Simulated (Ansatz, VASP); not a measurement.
## Si: VASP beside Ansatz

```
Si
1.0
     3.99900    0.00000    0.00000
    -1.99950    3.46324    0.00000
     0.00000    0.00000   28.00000
Si
2
Direct
  0.33333 0.66667 0.51275
  0.66667 0.33333 0.48725
```

Alike in both runs: task single point; functional PBE; k mesh 15 × 15 × 1; occupations gaussian, width 0.1 eV; no spin polarisation.

|  | VASP | Ansatz |
| --- | --- | --- |
| version | VASP 6.6.1 | Ansatz 0.2.0 |
| potentials or method | VASP PAW PBE potentials, release 64 (Si), cutoff 520 eV | scalar-relativistic, plane waves, PAW |
| valence electrons in the cell | 8 | 8 |

|  | VASP | Ansatz | Ansatz less VASP |
| --- | --- | --- | --- |
| gap on the k mesh at the Fermi level (eV) | none | none | - |
| rms of the force components (eV/Å) | 0.566 | 0.562 | -0.0037 |
| work function, face that differs most (eV) | 4.68 | 4.67 | -0.003 |

Atom by atom the forces differ by 0.004 eV/Å (rms over components). A gap of «none» marks a metal or a gap that the smearing closes.
